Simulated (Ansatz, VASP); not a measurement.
# Two plane-wave programs on MgCd3Te4

The input INCAR:

```
SYSTEM = MgCd3Te4
PREC     = Accurate       ! precision mode
ENCUT    = 520            ! plane-wave cutoff, eV
EDIFF    = 1E-7           ! SCF threshold, eV
ISMEAR   = 0              ! smearing method
SIGMA    = 0.1            ! smearing width, eV
LREAL    = .FALSE.        ! projectors in reciprocal space
LASPH    = .TRUE.         ! aspherical terms in the spheres
NELM     = 60             ! most SCF steps
ALGO     = Normal         ! electronic algorithm
ISIF     = 2              ! what is computed and relaxed
LWAVE    = .FALSE.        ! write WAVECAR
LCHARG   = .FALSE.        ! write CHGCAR
GGA      = PE             ! functional
NBANDS   = 41             ! bands
```

The input KPOINTS:

```
Automatic mesh
0
G
  4 4 4
  0 0 0
```

Contents of POSCAR:

```
MgCd3Te4
1.0
   -3.2953229000      3.2953229000      6.5904727000
    3.2953229000     -3.2953229000      6.5904727000
    3.2953229000      3.2953229000     -6.5904727000
Mg Cd Te
1 3 4
Direct
    0.0000000000      0.0000000000      0.0000000000
    0.7500000000      0.2500000000      0.5000000000
    0.5000000000      0.5000000000      0.0000000000
    0.2500000000      0.7500000000      0.5000000000
    0.8766020000      0.3706410000      0.0000000000
    0.6293590000      0.6293590000      0.5059610000
    0.3706410000      0.8766020000      0.0000000000
    0.1233980000      0.1233980000      0.4940390000
```

Input for Ansatz:

```yaml
crystal:
  lattice:
    - [-3.2953229, 3.2953229, 6.5904727]
    - [3.2953229, -3.2953229, 6.5904727]
    - [3.2953229, 3.2953229, -6.5904727]
  atoms:
    - { symbol: Mg, position: [0.0, 0.0, 0.0] }
    - { symbol: Cd, position: [0.75, 0.25, 0.5] }
    - { symbol: Cd, position: [0.5, 0.5, 0.0] }
    - { symbol: Cd, position: [0.25, 0.75, 0.5] }
    - { symbol: Te, position: [0.876602, 0.370641, 0.0] }
    - { symbol: Te, position: [0.629359, 0.629359, 0.505961] }
    - { symbol: Te, position: [0.370641, 0.876602, 0.0] }
    - { symbol: Te, position: [0.123398, 0.123398, 0.494039] }
basis:
  ecutwfc: 420
kpoints:
  mp_grid: { grid: [4, 4, 4] }
hamiltonian:
  xc: pbe
scf:
  occupations: { method: gaussian, width: 0.1 }
  lower_state_search: "off"
output:
  forces: true
  stress: true
  eigenvalues: true
```

Alike in both runs: task single point; functional PBE; k mesh 4 × 4 × 4; occupations gaussian, width 0.1 eV; no spin polarisation.

|  | VASP | Ansatz |
| --- | --- | --- |
| version | VASP 6.6.1 | Ansatz 0.2.0 |
| potentials or method | VASP PAW PBE potentials, release 64 (Mg, Cd, Te), cutoff 520 eV | scalar-relativistic, plane waves, PAW |
| valence electrons in the cell | 62 | 134 |

```csv
,VASP,Ansatz,Ansatz less VASP
gap on the k mesh at the Fermi level (eV),1.01,1.02,+0.004
least direct gap on the mesh (eV),1.01,1.02,+0.004
pressure (GPa),0.1,0.0,-0.07
rms of the force components (eV/Å),0.007,0.001,-0.0061
```

Atom by atom the forces differ by 0.006 eV/Å (rms over components). The functional is the same, so the differences come from potentials, cutoffs and numerics. VASP's potentials hold 62 valence electrons a cell and Ansatz's 134, so a difference there can come from the potentials and not from the codes.

Spin-orbit coupling is off throughout.
